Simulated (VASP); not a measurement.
# SiC5 (P6/mmm) in VASP: a series of runs

The runs below take SiC5 through single point, relaxation of cell and atoms, with PBE.

All numbers are computed with VASP 6.6.1; they aren't measurements. Logs are shortened: lines on timing, memory, paths and dates and some standing lists are left out, and cuts for length are marked.

## Step 1: The cell of the first run

Symmetry: P6/mmm, No. 191, hexagonal system. Conventional cell: a = 3.311 Å, b = 3.311 Å, c = 8.094 Å, α = 90.00°, β = 90.00°, γ = 120.00°. Si (site symmetry 6/mmm) has 6 C at 1.91 Å within 2.5 Å. Within 2.5 Å of C (site symmetry -6m2) lie 3 C at 1.91 Å and 3 Si at 1.91 Å. Within 2.2 Å of C (site symmetry mmm) lie 4 C at 1.66 Å.

The cell was built from a structure type or drawn by symmetry, and may not be a known phase.

## Step 2: Single point, PBE

File INCAR:

```
SYSTEM = SiC5
PREC = Accurate
ENCUT = 520
EDIFF = 1E-6
ISMEAR = 0
SIGMA = 0.1
LREAL = .FALSE.
LASPH = .TRUE.
NELM = 60
ALGO = Normal
ISIF = 2
LWAVE = .FALSE.
LCHARG = .FALSE.
GGA = PE
NBANDS = 21
```

File KPOINTS:

```
regular mesh
0
G
  12 12 6
  0 0 0
```

File POSCAR:

```
SiC5
1.0
    3.3113221483      0.0000000000      0.0000000000
   -1.6556610741      2.8676891005      0.0000000000
    0.0000000000      0.0000000000      8.0943497881
Si C
1 5
Direct
    0.0000000000      0.0000000000      0.0000000000
    0.3333333333      0.6666666667      0.0000000000
    0.6666666667      0.3333333333      0.0000000000
    0.5000000000      0.0000000000      0.5000000000
    0.5000000000      0.5000000000      0.5000000000
    0.0000000000      0.5000000000      0.5000000000
```

Potentials or basis: VASP PAW PBE potentials, release 64 (Si, C).

Run with:

```bash
$ cat potpaw_PBE.64/Si/POTCAR potpaw_PBE.64/C/POTCAR > POTCAR
$ mpirun -np 1 vasp_std > vasp.out
```

OUTCAR:

```text
SYSTEM = SiC5
   PREC = Accurate
   ENCUT = 520
   EDIFF = 1E-6
   ISMEAR = 0
   LREAL = .FALSE.
   LASPH = .TRUE.
   NELM = 60
   ISIF = 2
   GGA = PE

 ion  position               nearest neighbor table
   1  0.000  0.000  0.000-   2 1.91   3 1.91   2 1.91   3 1.91   3 1.91   2 1.91
   2  0.333  0.667  0.000-   3 1.91   1 1.91   3 1.91   1 1.91   1 1.91   3 1.91
   3  0.667  0.333  0.000-   2 1.91   1 1.91   2 1.91   1 1.91   1 1.91   2 1.91
   4  0.500  0.000  0.500-   5 1.66   5 1.66   6 1.66   6 1.66
   5  0.500  0.500  0.500-   4 1.66   4 1.66   6 1.66   6 1.66
   6  0.000  0.500  0.500-   4 1.66   4 1.66   5 1.66   5 1.66

  LATTYP: Found a hexagonal cell.
 ALAT       =     3.3113221483
 C/A-ratio  =     2.4444464856

  Lattice vectors:

 A1 = (   3.3113221483,   0.0000000000,   0.0000000000)
 A2 = (  -1.6556610741,   2.8676891005,   0.0000000000)
 A3 = (   0.0000000000,   0.0000000000,   8.0943497881)

Analysis of symmetry for initial positions (statically):
=====================================================================
 Subroutine PRICEL returns:
 Original cell was already a primitive cell.

 Routine SETGRP: Setting up the symmetry group for a
 hexagonal supercell.

 Subroutine GETGRP returns: Found 24 space group operations
 (whereof 24 operations were pure point group operations)
 out of a pool of 24 trial point group operations.

The static configuration has the point symmetry D_6h.

Analysis of symmetry for dynamics (positions and initial velocities):
=====================================================================
 Subroutine PRICEL returns:
 Original cell was already a primitive cell.

 Routine SETGRP: Setting up the symmetry group for a
 hexagonal supercell.

 Subroutine GETGRP returns: Found 24 space group operations
 (whereof 24 operations were pure point group operations)
 out of a pool of 24 trial point group operations.

The dynamic configuration has the point symmetry D_6h.

 Subroutine INISYM returns: Found 24 space group operations
 (whereof 24 operations are pure point group operations),
 and found     1 'primitive' translations

----------------------------------------------------------------------------------------

                                     Primitive cell

  volume of cell :      76.8627

  direct lattice vectors                    reciprocal lattice vectors
     3.311322148  0.000000000  0.000000000     0.301994175  0.174356418  0.000000000
[... 99 lines left out ...]
   NFREE  =      0    steps in history (QN), initial steepest desc. (CG)
   ISIF   =      2    stress and relaxation
   ISYM   =      2    0-nonsym 1-usesym 2-fastsym
   POTIM  = 0.5000    time-step for ionic-motion
   TEBEG  =    0.0;   TEEND  =   0.0 temperature during run
   PSTRESS=    0.0 pullay stress
   NELECT =      24.0000    total number of electrons
   NUPDOWN=      -1.0000    fix difference up-down
   EMIN   =  10.00;   EMAX   =-10.00  energy-range for DOS
   EFERMI =   0.00;   METHOD = LEGACY
   ISMEAR =     0;   SIGMA  =   0.10  broadening in eV -4-tet -1-fermi 0-gaus
   EFERMI_NEDOS =   21; number of points for ismear=-14 and -15
   IALGO  =     38    algorithm
   IMIX   =      4    mixing-type and parameters
     AMIX     =   0.40;   BMIX     =  1.00
     AMIX_MAG =   1.60;   BMIX_MAG =  1.00
  volume/ion in A,a.u.               =      12.81        86.45
  Fermi-wavevector in a.u.,A,eV,Ry     =   1.110640  2.098806 16.783084  1.233522
  Thomas-Fermi vector in A             =   2.247194
   LORBIT       =      0    0 simple, 1 ext, 2 COOP (PROOUT), +10 PAW based schemes
   GGA     = PE    functional components
   LHFCALC =     F    Hartree Fock is set to
   AEXX    =    0.0000 exact exchange contribution
   IVDW    =     0    specifies the selected vdW correction
   LEPSILON=     F    determine dielectric tensor
   LRPA    =     F    only Hartree local field effects (RPA)
 non-spin polarized calculation
 Gauss-broadening in eV      SIGMA  =   0.10
  energy-cutoff  :      520.00
  volume of cell :       76.86
 maximum number of plane-waves:      2088
 NGX is ok and might be reduce to    28
   NGX = 13   NGY = 13   NGZ = 31

 number of electron      24.0000001 magnetization

 Free energy of the ion-electron system (eV)
  ---------------------------------------------------
  ext. energy  EPLUGINS =         0.00000000
  ---------------------------------------------------
  free energy    TOTEN  =       -35.00801597 eV

  energy without entropy =      -34.99375545  energy(sigma->0) =      -35.00088571

 E-fermi :   3.6248     XC(G=0):  -9.0658

 val. band max:        3.6096737841   @ k =   0.2500   0.1667   0.3333
 cond. band min:       3.6490088887   @ k =   0.2500   0.2500   0.0000
 fundamental gap:      0.0393351046
 Fermi energy:         3.6248174645

 k-point     1 :       0.0000    0.0000    0.0000
  band No.  band energies     occupation
      1     -14.6445      2.00000
      2     -14.3254      2.00000
      3      -7.0514      2.00000
      4      -3.3271      2.00000
      5      -2.4071      2.00000
      6      -2.2239      2.00000
[... 565 lines left out ...]
     20      11.2084      0.00000
     21      12.7824      0.00000

 [... further k-points ...]

------------------------ aborting loop because EDIFF is reached ----------------------------------------

  FORCE on cell =-STRESS in cart. coord.  units (eV):
  Direction    XX          YY          ZZ          XY          YZ          ZX
  --------------------------------------------------------------------------------------
  -------------------------------------------------------------------------------------
  Total        0.0263945      0.0263945     -0.0422317      0.0000000      0.0000000     -0.0000000
  in kB        0.5501839      0.5501839     -0.8803055      0.0000000      0.0000000     -0.0000000
  external PRESSURE =       0.0733541 kB  Pullay stress =       0.0000000 kB

 VOLUME and BASIS-vectors are now :
 -----------------------------------------------------------------------------
  energy-cutoff  :      520.00
  volume of cell :       76.86
      direct lattice vectors                 reciprocal lattice vectors
     3.311322148  0.000000000  0.000000000     0.301994175  0.174356418  0.000000000
    -1.655661074  2.867689100  0.000000000     0.000000000  0.348712836  0.000000000
     0.000000000  0.000000000  8.094349788     0.000000000  0.000000000  0.123542968

 POSITION                                       TOTAL-FORCE (eV/Angst)
 -----------------------------------------------------------------------------------
      0.00000      0.00000      0.00000        -0.000000      0.000000      0.000000
     -0.00000      1.91179      0.00000         0.000000      0.000000      0.000000
      1.65566      0.95590      0.00000        -0.000000      0.000000      0.000000
      1.65566      0.00000      4.04717        -0.000000      0.000000      0.000000
      0.82783      1.43384      4.04717         0.000000      0.000000      0.000000
     -0.82783      1.43384      4.04717        -0.000000      0.000000      0.000000
 -----------------------------------------------------------------------------------
    total drift:                                0.000000     -0.000000      0.000000

  FREE ENERGIE OF THE ION-ELECTRON SYSTEM (eV)
  ---------------------------------------------------
  free  energy   TOTEN  =       -35.0080159699 eV

  energy  without entropy=      -34.9937554503  energy(sigma->0) =      -35.00088571
```

OSZICAR:

```text
N       E                     dE             d eps       ncg     rms          rms(c)
DAV:   1     0.782743914387E+02    0.78274E+02   -0.11188E+04  3192   0.990E+02
DAV:   2    -0.304003295777E+02   -0.10867E+03   -0.10431E+03  4314   0.197E+02
DAV:   3    -0.368912239850E+02   -0.64909E+01   -0.63635E+01  3899   0.450E+01
DAV:   4    -0.370160990342E+02   -0.12488E+00   -0.12464E+00  3959   0.705E+00
DAV:   5    -0.370188789176E+02   -0.27799E-02   -0.27794E-02  4127   0.985E-01    0.939E+00
DAV:   6    -0.364710797640E+02    0.54780E+00   -0.27942E+01  3652   0.858E+00    0.716E+00
DAV:   7    -0.351377275181E+02    0.13334E+01   -0.10399E+01  3864   0.439E+00    0.352E+00
DAV:   8    -0.350083005861E+02    0.12943E+00   -0.34431E-01  3805   0.259E+00    0.128E+00
DAV:   9    -0.350096258433E+02   -0.13253E-02   -0.11929E-01  3604   0.907E-01    0.419E-01
DAV:  10    -0.350084389769E+02    0.11869E-02   -0.60088E-02  3655   0.434E-01    0.219E-01
DAV:  11    -0.350081817897E+02    0.25719E-03   -0.19630E-02  3924   0.235E-01    0.127E-01
DAV:  12    -0.350080886356E+02    0.93154E-04   -0.59774E-03  3650   0.152E-01    0.487E-02
DAV:  13    -0.350080192106E+02    0.69425E-04   -0.36876E-04  3548   0.501E-02    0.141E-02
DAV:  14    -0.350080159662E+02    0.32444E-05   -0.63374E-05  4105   0.187E-02    0.372E-03
DAV:  15    -0.350080159699E+02   -0.37226E-08   -0.43783E-06  3251   0.638E-03
   1 F= -.35008016E+02 E0= -.35000886E+02  d E =-.142605E-01
```

stdout:

```text
POSCAR found type information on POSCAR SiC
 POSCAR found :  2 types and       6 ions
 scaLAPACK will be used
 LDA part: xc-table for (Slater+PW92), standard interpolation
 POSCAR, INCAR and KPOINTS ok, starting setup
 FFT: planning ... GRIDC
 FFT: planning ... GRID_SOFT
 FFT: planning ... GRID
 WAVECAR not read
 entering main loop
```

Wall time 50 s (1 thread of Intel Xeon 6975P-C (Granite Rapids), shared host); peak memory 0.25 GiB.

What came out:

```
Free energy            : -35.0080 eV
Pressure               : 0.0 GPa
Band gap on the k mesh : zero (bands 12 and 13 overlap by 2.64 eV)
```

Stress tensor (GPa, compression positive):
```
 0.06  0.00  0.00
 0.00  0.06  0.00
 0.00  0.00 -0.09
```

Levels at points of the mesh, in eV from the Fermi level:
```csv
k point,band 8,band 9,band 10,band 11,band 12,band 13,band 14,band 15,band 16,band 17
"(0.00, 0.00, 0.00)",-4.67,-4.67,-3.01,-2.82,-2.82,-2.09,-2.09,1.61,3.31,4.15
"(0.50, 0.00, 0.00)",-4.60,-3.89,-3.08,-2.20,-1.18,3.36,3.37,3.45,3.98,4.64
"(0.00, 0.00, 0.50)",-4.67,-4.67,-3.01,-2.82,-2.82,-2.09,-2.09,2.06,3.31,4.15
"(0.50, 0.00, 0.50)",-4.60,-3.73,-3.27,-2.00,-1.44,3.35,3.36,3.46,3.98,4.82
```

## Step 3: Relaxation of cell and atoms, PBE

This run uses another cell than the first one, of 13.48 Å³/atom.

File INCAR:

```
SYSTEM = SiC5
PREC = Accurate ; ENCUT = 600
EDIFF = 1E-6 ; ISMEAR = 0
SIGMA = 0.1 ; LREAL = .FALSE.
LASPH = .TRUE. ; NELM = 80
ALGO = Normal ; ISIF = 3
LWAVE = .FALSE. ; LCHARG = .FALSE.
GGA = PE ; IBRION = 2
NSW = 100 ; EDIFFG = -0.01
```

KPOINTS is that of step 2.

POSCAR: that of step 2 with these lines changed.

```diff
@@ -2,5 +2,5 @@
 1.0
-    3.3113221483      0.0000000000      0.0000000000
-   -1.6556610741      2.8676891005      0.0000000000
-    0.0000000000      0.0000000000      8.0943497881
+    3.3337651140      0.0000000000      0.0000000000
+   -1.6668825570      2.8871252790      0.0000000000
+    0.0000000000      0.0000000000      8.4053165645
 Si C
```

Potentials or basis: VASP PAW PBE potentials, release 64 (Si, C).

Run with:

```bash
$ cat potpaw_PBE.64/Si/POTCAR potpaw_PBE.64/C/POTCAR > POTCAR
$ mpirun -np 1 vasp_std > vasp.out
```

OUTCAR:

```text
SYSTEM = SiC5
   PREC = Accurate
   ENCUT = 600
   EDIFF = 1E-6
   ISMEAR = 0
   LREAL = .FALSE.
   LASPH = .TRUE.
   NELM = 80
   ISIF = 3
   GGA = PE
   IBRION = 2
   NSW = 100
   EDIFFG = -0.01

 ion  position               nearest neighbor table
   1  0.000  0.000  0.000-   2 1.92   3 1.92   3 1.92   2 1.92   3 1.92   2 1.92
   2  0.333  0.667  0.000-   1 1.92   3 1.92   3 1.92   1 1.92   1 1.92   3 1.92
   3  0.667  0.333  0.000-   2 1.92   1 1.92   2 1.92   1 1.92   1 1.92   2 1.92
   4  0.500  0.000  0.500-   5 1.67   6 1.67   5 1.67   6 1.67
   5  0.500  0.500  0.500-   6 1.67   6 1.67   4 1.67   4 1.67
   6  0.000  0.500  0.500-   5 1.67   5 1.67   4 1.67   4 1.67

  LATTYP: Found a hexagonal cell.
 ALAT       =     3.3337651140
 C/A-ratio  =     2.5212683789

  Lattice vectors:

 A1 = (   3.3337651140,   0.0000000000,   0.0000000000)
[... 765 lines left out ...]
     15       6.2769      0.00000
     16       6.5230      0.00000

 [... further k-points ...]

[... ionic steps 4 to 9 ...]

--------------------------------------- Ionic step       10  -------------------------------------------

 number of electron      23.9999998 magnetization

------------------------ aborting loop because EDIFF is reached ----------------------------------------
[... 75 lines left out ...]
--------------------------------------- Ionic step       12  -------------------------------------------

 number of electron      23.9999998 magnetization

 Free energy of the ion-electron system (eV)
  ---------------------------------------------------
  ext. energy  EPLUGINS =         0.00000000
  ---------------------------------------------------
  free energy    TOTEN  =       -35.01949517 eV

  energy without entropy =      -35.00603052  energy(sigma->0) =      -35.01276284

 E-fermi :   4.1316     XC(G=0):  -9.4597

 val. band max:        4.1238612079   @ k =   0.3333   0.0833   0.1667
 cond. band min:       4.1368940799   @ k =   0.2500   0.2500   0.0000
 fundamental gap:      0.0130328720
 Fermi energy:         4.1316474908

 k-point     1 :       0.0000    0.0000    0.0000
  band No.  band energies     occupation
      1     -14.1722      2.00000
      2     -13.8159      2.00000
      3      -6.5651      2.00000
      4      -3.0029      2.00000
      5      -1.7208      2.00000
      6      -1.7208      2.00000
[... 480 lines left out ...]
  FREE ENERGIE OF THE ION-ELECTRON SYSTEM (eV)
  ---------------------------------------------------
  free  energy   TOTEN  =       -35.0194951709 eV

  energy  without entropy=      -35.0060305173  energy(sigma->0) =      -35.01276284

 reached required accuracy - stopping structural energy minimisation
```

It took 5.5 min on 1 thread of Intel Xeon 6975P-C (Granite Rapids), shared host; peak memory 0.29 GiB.

Results:

```
Free energy                           : -35.0195 eV
Relaxed volume                        : 12.06 Å³/atom
Relaxed cell                          : a = 3.310 Å, b = 3.310 Å, c = 7.624 Å, α = 90.00°, β = 90.00°, γ = 120.00°
Space group after relaxing (to 0.1 Å) : P6/mmm (No. 191)
Energy gained by relaxing             : 3.2 meV/atom
Ionic steps                           : 12
Pressure after relaxing               : 0.1 GPa
Band gap on the k mesh                : zero (bands 12 and 13 overlap by 2.78 eV)
```

Step by step:
```csv
step,energy change (eV),largest force (eV/Å),pressure (GPa),volume (Å³)
1,0.0000,0.0000,-2.39,80.90
2,0.0041,0.0000,2.71,78.57
3,-0.0118,0.0000,-0.10,79.81
4,-0.0118,0.0000,-0.06,79.79
5,-0.0119,0.0000,-0.07,79.71
6,-0.0123,0.0000,-0.05,79.48
7,-0.0131,0.0000,-0.05,79.00
8,-0.0146,0.0000,-0.04,78.06
9,-0.0171,0.0000,0.02,76.17
10,-0.0192,0.0000,0.34,72.40
11,-0.0193,0.0000,-0.08,72.32
12,-0.0194,0.0000,0.07,72.35
```

Final structure:
```yaml
crystal:
  lattice:
    - [3.31022, 0.00000, 0.00000]
    - [-1.65511, 2.86673, 0.00000]
    - [0.00000, 0.00000, 7.62390]
  atoms:
    - { symbol: Si, position: [0.00000, 0.00000, 0.00000] }
    - { symbol: C, position: [0.33333, 0.66667, 0.00000] }
    - { symbol: C, position: [0.66667, 0.33333, 0.00000] }
    - { symbol: C, position: [0.50000, 0.00000, 0.50000] }
    - { symbol: C, position: [0.50000, 0.50000, 0.50000] }
    - { symbol: C, position: [0.00000, 0.50000, 0.50000] }
```
